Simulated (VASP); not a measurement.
# Y (P6_3/mmc) in VASP: notebook

Runs on Y. Level: PBE. Tasks: single point.

All numbers are computed with VASP 6.6.1; they aren't measurements. Logs are shortened: lines on timing, memory, paths and dates and some standing lists are left out, and cuts for length are marked.

**1. The cell of the first run**

Symmetry: P6_3/mmc, No. 194, hexagonal system. Conventional cell: a = 3.469 Å, b = 3.469 Å, c = 5.747 Å, α = 90.00°, β = 90.00°, γ = 120.00°. Y (site symmetry -6m2) has 12 Y at 3.47 to 3.50 Å within 4.6 Å.

**2. Single point, PBE (strain -0.050 along x and y, +0.000 along z)**

Input file INCAR:

```
SYSTEM = Y
PREC = Accurate
ENCUT = 520
EDIFF = 1E-6
ISMEAR = 0
SIGMA = 0.15
LREAL = .FALSE.
LASPH = .TRUE.
NELM = 100
ALGO = Fast
ISIF = 2
LWAVE = .FALSE.
LCHARG = .FALSE.
GGA = PE
NBANDS = 18
```

Input file KPOINTS:

```
regular mesh
0
G
  18 18 8
  0 0 0
```

Input file POSCAR:

```
Y
1.0
    3.4689242752      0.0000000000      0.0000000000
   -1.7344621376      3.0041765462      0.0000000000
    0.0000000000      0.0000000000      5.7474000000
Y
2
Direct
    0.3333333333      0.6666666667      0.2500000000
    0.6666666667      0.3333333333      0.7500000000
```

Potentials or basis: VASP PAW PBE potentials, release 64 (Y_sv).

Command:

```bash
cat potpaw_PBE.64/Y_sv/POTCAR > POTCAR
mpirun -np 1 vasp_std > vasp.out
```

OUTCAR:

```text
SYSTEM = Y
   PREC = Accurate
   ENCUT = 520
   EDIFF = 1E-6
   ISMEAR = 0
   LREAL = .FALSE.
   LASPH = .TRUE.
   NELM = 100
   ISIF = 2
   GGA = PE

 ion  position               nearest neighbor table
   1  0.333  0.667  0.250-   2 3.50   2 3.50   2 3.50   2 3.50   2 3.50   2 3.50
   2  0.667  0.333  0.750-   1 3.50   1 3.50   1 3.50   1 3.50   1 3.50   1 3.50

  LATTYP: Found a hexagonal cell.
 ALAT       =     3.4689242752
 C/A-ratio  =     1.6568248667

  Lattice vectors:

 A1 = (   3.4689242752,   0.0000000000,   0.0000000000)
 A2 = (  -1.7344621376,   3.0041765462,   0.0000000000)
 A3 = (   0.0000000000,   0.0000000000,   5.7474000000)

Analysis of symmetry for initial positions (statically):
=====================================================================
 Subroutine PRICEL returns:
 Original cell was already a primitive cell.

 Routine SETGRP: Setting up the symmetry group for a
 hexagonal supercell.

 Subroutine GETGRP returns: Found 24 space group operations
 (whereof 12 operations were pure point group operations)
 out of a pool of 24 trial point group operations.

The static configuration has the point symmetry D_3d.
 The point group associated with its full space group is D_6h.

Analysis of symmetry for dynamics (positions and initial velocities):
=====================================================================
 Subroutine PRICEL returns:
 Original cell was already a primitive cell.

 Routine SETGRP: Setting up the symmetry group for a
 hexagonal supercell.

 Subroutine GETGRP returns: Found 24 space group operations
 (whereof 12 operations were pure point group operations)
 out of a pool of 24 trial point group operations.

The dynamic configuration has the point symmetry D_3d.
 The point group associated with its full space group is D_6h.

 Subroutine INISYM returns: Found 24 space group operations
 (whereof 12 operations are pure point group operations),
 and found     1 'primitive' translations

----------------------------------------------------------------------------------------

                                     Primitive cell

  volume of cell :      59.8952

  direct lattice vectors                    reciprocal lattice vectors
     3.468924275  0.000000000  0.000000000     0.288273805  0.166434959  0.000000000
    -1.734462138  3.004176546  0.000000000     0.000000000  0.332869918  0.000000000
     0.000000000  0.000000000  5.747400000     0.000000000  0.000000000  0.173991718

  length of vectors
     3.468924275  3.468924275  5.747400000     0.332869918  0.332869918  0.173991718

  position of ions in fractional coordinates (direct lattice)
     0.333333333  0.666666667  0.250000000
     0.666666667  0.333333333  0.750000000

  ion indices of the primitive-cell ions
   primitive index   ion index
                 1           1
                 2           2

----------------------------------------------------------------------------------------

 KPOINTS: regular mesh

Automatic generation of k-mesh.
 Grid dimensions read from file:
 generate k-points for:   18   18    8

 Generating k-lattice:

  Cartesian coordinates                     Fractional coordinates (reciprocal lattice)
     0.016015211  0.009246387  0.000000000     0.055555556 -0.000000000  0.000000000
     0.000000000  0.018492773  0.000000000     0.000000000  0.055555556  0.000000000
     0.000000000  0.000000000  0.021748965     0.000000000  0.000000000  0.125000000

  Length of vectors
     0.018492773  0.018492773  0.021748965

  Shift w.r.t. Gamma in fractional coordinates (k-lattice)
     0.000000000  0.000000000  0.000000000

 Subroutine IBZKPT returns following result:
 ===========================================

 Found    185 irreducible k-points:

 Following reciprocal coordinates:
            Coordinates               Weight
  0.000000  0.000000  0.000000      1.000000
  0.055556 -0.000000  0.000000      6.000000
  0.111111 -0.000000  0.000000      6.000000
  0.166667  0.000000  0.000000      6.000000
  0.222222  0.000000  0.000000      6.000000
  0.277778 -0.000000  0.000000      6.000000
[... 16 lines left out ...]
  0.333333  0.111111  0.000000     12.000000
  0.388889  0.111111  0.000000     12.000000
 [... further k-points ...]
   k-points           NKPTS =    185   k-points in BZ     NKDIM =    185   number of bands    NBANDS=     18
   number of dos      NEDOS =    301   number of ions     NIONS =      2
   total plane-waves  NPLWV =  37632
   dimension x,y,z NGX =    28 NGY =   28 NGZ =   48
   dimension x,y,z NGXF=    56 NGYF=   56 NGZF=   96
   ions per type =               2
   NGX,Y,Z   is equivalent  to a cutoff of  13.42, 13.42, 13.88 a.u.
   NGXF,Y,Z  is equivalent  to a cutoff of  26.84, 26.84, 27.77 a.u.
 SYSTEM =  Y
   PREC   = accura    normal or accurate (medium, high low for compatibility)
   ISTART =      0    job   : 0-new  1-cont  2-samecut
   ICHARG =      2    charge: 1-file 2-atom 10-const
   ISPIN  =      1    spin polarized calculation?
   LNONCOLLINEAR =      F non collinear calculations
   LSORBIT =      F    spin-orbit coupling
   LASPH  =      T    aspherical Exc in radial PAW
   ENCUT  =  520.0 eV  38.22 Ry    6.18 a.u.   6.45  6.45 10.69*2*pi/ulx,y,z
   NELM   =    100;   NELMIN=  2; NELMDL= -5     # of ELM steps
   EDIFF  = 0.1E-05   stopping-criterion for ELM
   LREAL  =      F    real-space projection
   EDIFFG = 0.1E-04   stopping-criterion for IOM
   NSW    =      0    number of steps for IOM
   IBRION =     -1    ionic relax: 0-MD 1-quasi-New 2-CG
   NFREE  =      0    steps in history (QN), initial steepest desc. (CG)
   ISIF   =      2    stress and relaxation
   ISYM   =      2    0-nonsym 1-usesym 2-fastsym
   POTIM  = 0.5000    time-step for ionic-motion
   TEBEG  =    0.0;   TEEND  =   0.0 temperature during run
   PSTRESS=    0.0 pullay stress
   NELECT =      22.0000    total number of electrons
   NUPDOWN=      -1.0000    fix difference up-down
   EMIN   =  10.00;   EMAX   =-10.00  energy-range for DOS
   EFERMI =   0.00;   METHOD = LEGACY
   ISMEAR =     0;   SIGMA  =   0.15  broadening in eV -4-tet -1-fermi 0-gaus
   EFERMI_NEDOS =   21; number of points for ismear=-14 and -15
   IALGO  =     68    algorithm
   IMIX   =      4    mixing-type and parameters
     AMIX     =   0.40;   BMIX     =  1.00
     AMIX_MAG =   1.60;   BMIX_MAG =  1.00
  volume/ion in A,a.u.               =      29.95       202.10
  Fermi-wavevector in a.u.,A,eV,Ry     =   1.172425  2.215562 18.702309  1.374581
  Thomas-Fermi vector in A             =   2.308854
   LORBIT       =      0    0 simple, 1 ext, 2 COOP (PROOUT), +10 PAW based schemes
   GGA     = PE    functional components
   LHFCALC =     F    Hartree Fock is set to
   AEXX    =    0.0000 exact exchange contribution
   IVDW    =     0    specifies the selected vdW correction
   LEPSILON=     F    determine dielectric tensor
   LRPA    =     F    only Hartree local field effects (RPA)
 non-spin polarized calculation
 RMM-DIIS sequential band-by-band and
 Gauss-broadening in eV      SIGMA  =   0.15
  energy-cutoff  :      520.00
  volume of cell :       59.90
 maximum number of plane-waves:      1639
 NGX is ok and might be reduce to    28
   NGX = 13   NGY = 13   NGZ = 21

 number of electron      22.0000001 magnetization

 Free energy of the ion-electron system (eV)
  ---------------------------------------------------
  ext. energy  EPLUGINS =         0.00000000
  ---------------------------------------------------
  free energy    TOTEN  =       -12.79033593 eV

  energy without entropy =      -12.74547091  energy(sigma->0) =      -12.76790342

 E-fermi :   3.4884     XC(G=0):  -9.7881

 val. band max:        3.4876809540   @ k =   0.2778   0.1667   0.1250
 cond. band min:       3.4895095864   @ k =   0.2222   0.0000   0.3750
 fundamental gap:      0.0018286324
 Fermi energy:         3.4883772948

 k-point     1 :       0.0000    0.0000    0.0000
  band No.  band energies     occupation
      1     -38.9924      2.00000
      2     -38.9046      2.00000
      3     -19.3460      2.00000
      4     -18.7023      2.00000
      5     -18.7023      2.00000
      6     -18.6270      2.00000
[... 10 lines left out ...]
     17       6.7958      0.00000
     18       6.7958      0.00000

 k-point     2 :       0.0556   -0.0000    0.0000
  band No.  band energies     occupation
      1     -38.9898      2.00000
      2     -38.9032      2.00000
      3     -19.3386      2.00000
      4     -18.7208      2.00000
      5     -18.7080      2.00000
      6     -18.6332      2.00000
[... 10 lines left out ...]
     17       6.6644      0.00000
     18       6.7180      0.00000

 k-point     3 :       0.1111   -0.0000    0.0000
  band No.  band energies     occupation
      1     -38.9825      2.00000
      2     -38.8993      2.00000
      3     -19.3169      2.00000
      4     -18.7740      2.00000
      5     -18.7239      2.00000
      6     -18.6877      2.00000
[... 10 lines left out ...]
     17       6.3607      0.00000
     18       6.5196      0.00000

 k-point     4 :       0.1667    0.0000    0.0000
  band No.  band energies     occupation
      1     -38.9709      2.00000
      2     -38.8935      2.00000
      3     -19.2823      2.00000
      4     -18.8553      2.00000
      5     -18.7692      2.00000
      6     -18.7476      2.00000
[... 375 lines left out ...]
      4     -19.1129      2.00000
      5     -19.0687      2.00000
      6     -18.8552      2.00000
[... 10 lines left out ...]
     17       7.9736      0.00000
     18       8.6038      0.00000

 k-point    23 :       0.3333    0.1111    0.0000
  band No.  band energies     occupation
      1     -38.9070      2.00000
      2     -38.8697      2.00000
      3     -19.2214      2.00000
      4     -19.1236      2.00000
      5     -19.0602      2.00000
      6     -18.8867      2.00000
[... 10 lines left out ...]
     17       8.5201      0.00000
     18       9.1132      0.00000

 k-point    24 :       0.3889    0.1111    0.0000
  band No.  band energies     occupation
      1     -38.8974      2.00000
      2     -38.8686      2.00000
      3     -19.2685      2.00000
      4     -19.1592      2.00000
      5     -19.0178      2.00000
      6     -18.9071      2.00000
[... 10 lines left out ...]
     17       8.9095      0.00000
     18       9.0613      0.00000

 [... further k-points ...]
[... 5 lines left out ...]
  --------------------------------------------------------------------------------------
  -------------------------------------------------------------------------------------
  Total        1.9598893      1.9598893      0.6247953      0.0000000      0.0000000     -0.0000000
  in kB       52.4264483     52.4264483     16.7130844      0.0000000      0.0000000     -0.0000000
  external PRESSURE =      40.5219937 kB  Pullay stress =       0.0000000 kB

 VOLUME and BASIS-vectors are now :
 -----------------------------------------------------------------------------
  energy-cutoff  :      520.00
  volume of cell :       59.90
      direct lattice vectors                 reciprocal lattice vectors
     3.468924275  0.000000000  0.000000000     0.288273805  0.166434959  0.000000000
    -1.734462138  3.004176546  0.000000000     0.000000000  0.332869918  0.000000000
     0.000000000  0.000000000  5.747400000     0.000000000  0.000000000  0.173991718

 POSITION                                       TOTAL-FORCE (eV/Angst)
 -----------------------------------------------------------------------------------
     -0.00000      2.00278      1.43685         0.000000     -0.000000      0.000000
      1.73446      1.00139      4.31055        -0.000000      0.000000      0.000000
 -----------------------------------------------------------------------------------
    total drift:                               -0.000000      0.000000     -0.000000

  FREE ENERGIE OF THE ION-ELECTRON SYSTEM (eV)
  ---------------------------------------------------
  free  energy   TOTEN  =       -12.7903359252 eV

  energy  without entropy=      -12.7454709088  energy(sigma->0) =      -12.76790342
```

Run time: 3.3 min. Hardware: 1 thread of Intel Xeon Platinum 8488C (Sapphire Rapids), shared host; peak memory 0.34 GiB.

What came out:

```yaml
Free_energy: -12.7903 eV
Pressure: 4.1 GPa
Band_gap_on_the_k_mesh: zero (band 11 reaches 4.29 eV, above the bottom of band 12 at 3.10 eV)
```

Caveat: the cell differs from its parent crystal (strain -0.050 along x and y, +0.000 along z).

[end of part 1 of 2]
